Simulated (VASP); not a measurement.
# AlAs (gw) (F-43m) in VASP: single point with PBEsol

Aim: the single point of AlAs (gw) with PBEsol.

Everything below comes from runs of VASP 6.6.1. Logs are shortened: lines on timing, memory, paths and dates and some standing lists are left out, and cuts for length are marked.

### Step 1. The cell of the first run

The structure is cubic, space group F-43m (No. 216). Conventional cell: a = 5.618 Å, b = 5.618 Å, c = 5.618 Å, α = 90.00°, β = 90.00°, γ = 90.00°. Within 3.2 Å of Al (site symmetry -43m) lie 4 As at 2.43 Å. Within 3.2 Å of As (site symmetry -43m) lie 4 Al at 2.43 Å.

### Step 2. Single point, PBEsol

INCAR reads:

```
  ALGO = Normal
  EDIFF = 1E-6
  ENCUT = 500
  GGA = PS
  GGA_COMPAT = F
  ISIF = 2
  ISMEAR = 0
  LASPH = T
  LCHARG = F
  LREAL = F
  LWAVE = F
  NBANDS = 11
  NELM = 120
  PREC = Accurate
  SIGMA = 0.01
```

KPOINTS reads:

```
k-points
0
Gamma
  4 4 4
```

POSCAR reads:

```
AlAs
1.0
    0.0000000000      2.8089260313      2.8089260313
    2.8089260313      0.0000000000      2.8089260313
    2.8089260313      2.8089260313      0.0000000000
Al As
1 1
Direct
    0.0000000000      0.0000000000      0.0000000000
    0.2500000000      0.2500000000      0.2500000000
```

Potentials or basis: VASP PAW PBE potentials, release 64 (Al, As).

Started as:

```
$ cat potpaw_PBE.64/Al/POTCAR potpaw_PBE.64/As/POTCAR > POTCAR
$ mpirun -np 1 vasp_std > vasp.out
```

OUTCAR:

```text
EDIFF = 1E-6
   ENCUT = 500
   GGA = PS
   ISIF = 2
   ISMEAR = 0
   LASPH = T
   LREAL = F
   NELM = 120
   PREC = Accurate

 ion  position               nearest neighbor table
   1  0.000  0.000  0.000-   2 2.43   2 2.43   2 2.43   2 2.43
   2  0.250  0.250  0.250-   1 2.43   1 2.43   1 2.43   1 2.43

  LATTYP: Found a face centered cubic cell.
 ALAT       =     5.6178520626

  Lattice vectors:

 A1 = (   0.0000000000,   2.8089260313,   2.8089260313)
 A2 = (   2.8089260313,   0.0000000000,   2.8089260313)
 A3 = (   2.8089260313,   2.8089260313,   0.0000000000)

Analysis of symmetry for initial positions (statically):
=====================================================================
 Subroutine PRICEL returns:
 Original cell was already a primitive cell.

 Routine SETGRP: Setting up the symmetry group for a
 face centered cubic supercell.

 Subroutine GETGRP returns: Found 24 space group operations
 (whereof 24 operations were pure point group operations)
 out of a pool of 48 trial point group operations.

The static configuration has the point symmetry T_d .

Analysis of symmetry for dynamics (positions and initial velocities):
=====================================================================
 Subroutine PRICEL returns:
 Original cell was already a primitive cell.

 Routine SETGRP: Setting up the symmetry group for a
 face centered cubic supercell.

 Subroutine GETGRP returns: Found 24 space group operations
 (whereof 24 operations were pure point group operations)
 out of a pool of 48 trial point group operations.

The dynamic configuration has the point symmetry T_d .

 Subroutine INISYM returns: Found 24 space group operations
 (whereof 24 operations are pure point group operations),
 and found     1 'primitive' translations

----------------------------------------------------------------------------------------

                                     Primitive cell

  volume of cell :      44.3252

  direct lattice vectors                    reciprocal lattice vectors
     0.000000000  2.808926031  2.808926031    -0.178003975  0.178003975  0.178003975
     2.808926031  0.000000000  2.808926031     0.178003975 -0.178003975  0.178003975
     2.808926031  2.808926031  0.000000000     0.178003975  0.178003975 -0.178003975

  length of vectors
     3.972421289  3.972421289  3.972421289     0.308311929  0.308311929  0.308311929

  position of ions in fractional coordinates (direct lattice)
     0.000000000  0.000000000  0.000000000
     0.250000000  0.250000000  0.250000000

  ion indices of the primitive-cell ions
   primitive index   ion index
                 1           1
                 2           2

----------------------------------------------------------------------------------------

 KPOINTS: k-points

Automatic generation of k-mesh.
 Grid dimensions read from file:
 generate k-points for:    4    4    4

 Generating k-lattice:

  Cartesian coordinates                     Fractional coordinates (reciprocal lattice)
    -0.044500994  0.044500994  0.044500994     0.250000000  0.000000000  0.000000000
     0.044500994 -0.044500994  0.044500994     0.000000000  0.250000000  0.000000000
     0.044500994  0.044500994 -0.044500994     0.000000000  0.000000000  0.250000000

  Length of vectors
     0.077077982  0.077077982  0.077077982

  Shift w.r.t. Gamma in fractional coordinates (k-lattice)
     0.000000000  0.000000000  0.000000000

 Subroutine IBZKPT returns following result:
 ===========================================

 Found      8 irreducible k-points:

 Following reciprocal coordinates:
            Coordinates               Weight
  0.000000  0.000000  0.000000      1.000000
  0.250000  0.000000  0.000000      8.000000
  0.500000  0.000000  0.000000      4.000000
  0.250000  0.250000  0.000000      6.000000
  0.500000  0.250000  0.000000     24.000000
 -0.250000  0.250000  0.000000     12.000000
  0.500000  0.500000  0.000000      3.000000
 -0.250000  0.500000  0.250000      6.000000
   k-points           NKPTS =      8   k-points in BZ     NKDIM =      8   number of bands    NBANDS=     11
   number of dos      NEDOS =    301   number of ions     NIONS =      2
   total plane-waves  NPLWV =  27000
   dimension x,y,z NGX =    30 NGY =   30 NGZ =   30
   dimension x,y,z NGXF=    60 NGYF=   60 NGZF=   60
   ions per type =               1   1
   NGX,Y,Z   is equivalent  to a cutoff of  12.56, 12.56, 12.56 a.u.
   NGXF,Y,Z  is equivalent  to a cutoff of  25.11, 25.11, 25.11 a.u.
 SYSTEM =  unknown system
   PREC   = accura    normal or accurate (medium, high low for compatibility)
   ISTART =      0    job   : 0-new  1-cont  2-samecut
   ICHARG =      2    charge: 1-file 2-atom 10-const
   ISPIN  =      1    spin polarized calculation?
   LNONCOLLINEAR =      F non collinear calculations
   LSORBIT =      F    spin-orbit coupling
   LASPH  =      T    aspherical Exc in radial PAW
   ENCUT  =  500.0 eV  36.75 Ry    6.06 a.u.   7.24  7.24  7.24*2*pi/ulx,y,z
   NELM   =    120;   NELMIN=  2; NELMDL= -5     # of ELM steps
   EDIFF  = 0.1E-05   stopping-criterion for ELM
   LREAL  =      F    real-space projection
   EDIFFG = 0.1E-04   stopping-criterion for IOM
   NSW    =      0    number of steps for IOM
   IBRION =     -1    ionic relax: 0-MD 1-quasi-New 2-CG
   NFREE  =      0    steps in history (QN), initial steepest desc. (CG)
   ISIF   =      2    stress and relaxation
   ISYM   =      2    0-nonsym 1-usesym 2-fastsym
   POTIM  = 0.5000    time-step for ionic-motion
   TEBEG  =    0.0;   TEEND  =   0.0 temperature during run
   PSTRESS=    0.0 pullay stress
   NELECT =       8.0000    total number of electrons
   NUPDOWN=      -1.0000    fix difference up-down
   EMIN   =  10.00;   EMAX   =-10.00  energy-range for DOS
   EFERMI =   0.00;   METHOD = LEGACY
   ISMEAR =     0;   SIGMA  =   0.01  broadening in eV -4-tet -1-fermi 0-gaus
   EFERMI_NEDOS =   21; number of points for ismear=-14 and -15
   IALGO  =     38    algorithm
   IMIX   =      4    mixing-type and parameters
     AMIX     =   0.40;   BMIX     =  1.00
     AMIX_MAG =   1.60;   BMIX_MAG =  1.00
  volume/ion in A,a.u.               =      22.16       149.56
  Fermi-wavevector in a.u.,A,eV,Ry     =   0.925169  1.748316 11.645746  0.855938
  Thomas-Fermi vector in A             =   2.050994
   LORBIT       =      0    0 simple, 1 ext, 2 COOP (PROOUT), +10 PAW based schemes
   GGA     = PS    functional components
   LHFCALC =     F    Hartree Fock is set to
   AEXX    =    0.0000 exact exchange contribution
   IVDW    =     0    specifies the selected vdW correction
   LEPSILON=     F    determine dielectric tensor
   LRPA    =     F    only Hartree local field effects (RPA)
 non-spin polarized calculation
 Gauss-broadening in eV      SIGMA  =   0.01
  energy-cutoff  :      500.00
  volume of cell :       44.33
 maximum number of plane-waves:      1158
 NGX is ok and might be reduce to    30
   NGX = 15   NGY = 15   NGZ = 15

 number of electron       8.0000001 magnetization

 Free energy of the ion-electron system (eV)
  ---------------------------------------------------
  ext. energy  EPLUGINS =         0.00000000
  ---------------------------------------------------
  free energy    TOTEN  =        -9.92941321 eV

  energy without entropy =       -9.92941321  energy(sigma->0) =       -9.92941321

 E-fermi :   4.1540     XC(G=0):  -9.2669

 val. band max:        4.0404117391   @ k =   0.0000   0.0000   0.0000
 cond. band min:       5.2870236379   @ k =   0.5000   0.5000   0.0000
 fundamental gap:      1.2466118988
 Fermi energy:         4.1540398506

 k-point     1 :       0.0000    0.0000    0.0000
  band No.  band energies     occupation
      1      -7.9790      2.00000
      2       4.0404      2.00000
      3       4.0404      2.00000
      4       4.0404      2.00000
      5       6.1895      0.00000
      6       8.3113      0.00000
      7       8.3113      0.00000
      8       8.3113      0.00000
      9      12.8527      0.00000
     10      13.0486      0.00000
     11      13.0486      0.00000

 k-point     2 :       0.2500    0.0000    0.0000
  band No.  band energies     occupation
      1      -7.3785      2.00000
      2       0.5762      2.00000
      3       3.5468      2.00000
      4       3.5468      2.00000
      5       6.6738      0.00000
      6       8.9332      0.00000
      7       8.9332      0.00000
      8      10.5465      0.00000
      9      12.3016      0.00000
     10      12.3016      0.00000
     11      13.3162      0.00000

 k-point     3 :       0.5000    0.0000    0.0000
  band No.  band energies     occupation
      1      -6.4891      2.00000
      2      -1.6872      2.00000
      3       3.1936      2.00000
      4       3.1936      2.00000
      5       6.1855      0.00000
      6       8.6567      0.00000
      7       8.6567      0.00000
      8      11.6343      0.00000
      9      15.2886      0.00000
     10      15.6216      0.00000
     11      15.6216      0.00000

 k-point     4 :       0.2500    0.2500    0.0000
  band No.  band energies     occupation
      1      -7.1714      2.00000
      2       0.7889      2.00000
      3       2.6457      2.00000
      4       2.6457      2.00000
      5       6.5237      0.00000
      6       7.7619      0.00000
      7      10.9240      0.00000
      8      10.9240      0.00000
      9      11.5372      0.00000
     10      14.1595      0.00000
     11      16.3268      0.00000

 k-point     5 :       0.5000    0.2500    0.0000
  band No.  band energies     occupation
      1      -6.2496      2.00000
      2      -1.1164      2.00000
      3       1.2035      2.00000
      4       2.3685      2.00000
      5       6.4826      0.00000
      6       9.1876      0.00000
      7      10.4495      0.00000
      8      10.9797      0.00000
      9      14.4153      0.00000
     10      15.5246      0.00000
     11      16.9968      0.00000

 k-point     6 :      -0.2500    0.2500    0.0000
  band No.  band energies     occupation
      1      -6.5791      2.00000
      2      -0.5982      2.00000
      3       1.0511      2.00000
      4       3.1139      2.00000
      5       7.3907      0.00000
      6       9.7779      0.00000
      7       9.9463      0.00000
      8      10.4052      0.00000
      9      11.6274      0.00000
     10      14.3696      0.00000
     11      16.5327      0.00000

 k-point     7 :       0.5000    0.5000    0.0000
  band No.  band energies     occupation
      1      -5.9115      2.00000
      2      -1.5050      2.00000
      3       1.7911      2.00000
      4       1.7911      2.00000
      5       5.2870      0.00000
      6       6.2318      0.00000
      7      14.4779      0.00000
      8      14.4779      0.00000
      9      15.9651      0.00000
     10      16.7049      0.00000
     11      16.7049      0.00000

 k-point     8 :      -0.2500    0.5000    0.2500
  band No.  band energies     occupation
      1      -5.8755      2.00000
      2      -1.1343      2.00000
      3       0.7205      2.00000
      4       1.0850      2.00000
      5       8.2604      0.00000
      6       9.7409      0.00000
      7       9.7636      0.00000
      8      10.0142      0.00000
      9      14.7340      0.00000
     10      16.4922      0.00000
     11      16.7111      0.00000

------------------------ aborting loop because EDIFF is reached ----------------------------------------

  FORCE on cell =-STRESS in cart. coord.  units (eV):
  Direction    XX          YY          ZZ          XY          YZ          ZX
  --------------------------------------------------------------------------------------
  -------------------------------------------------------------------------------------
  Total        0.8224490      0.8224490      0.8224490      0.0000000      0.0000000     -0.0000000
  in kB       29.7282021     29.7282021     29.7282021      0.0000000      0.0000000     -0.0000000
  external PRESSURE =      29.7282021 kB  Pullay stress =       0.0000000 kB

 VOLUME and BASIS-vectors are now :
 -----------------------------------------------------------------------------
  energy-cutoff  :      500.00
  volume of cell :       44.33
      direct lattice vectors                 reciprocal lattice vectors
     0.000000000  2.808926031  2.808926031    -0.178003975  0.178003975  0.178003975
     2.808926031  0.000000000  2.808926031     0.178003975 -0.178003975  0.178003975
     2.808926031  2.808926031  0.000000000     0.178003975  0.178003975 -0.178003975

 POSITION                                       TOTAL-FORCE (eV/Angst)
 -----------------------------------------------------------------------------------
      0.00000      0.00000      0.00000        -0.000000     -0.000000     -0.000000
      1.40446      1.40446      1.40446         0.000000      0.000000      0.000000
 -----------------------------------------------------------------------------------
    total drift:                                0.000000      0.000000      0.000000

  FREE ENERGIE OF THE ION-ELECTRON SYSTEM (eV)
  ---------------------------------------------------
  free  energy   TOTEN  =        -9.9294132099 eV

  energy  without entropy=       -9.9294132099  energy(sigma->0) =       -9.92941321
```

It took 7.2 s on 1 thread of AMD EPYC 7R13 (Zen 3), shared host; peak memory 0.13 GiB.

What came out:

```
Free energy            : -9.9294 eV
Pressure               : 3.0 GPa
Band gap on the k mesh : 1.25 eV, indirect (least direct gap 2.15 eV)
```

Caveat: the k points lie up to 0.48 Å⁻¹ apart; the PAW data sets were made with another functional, which shifts forces and pressure a little.
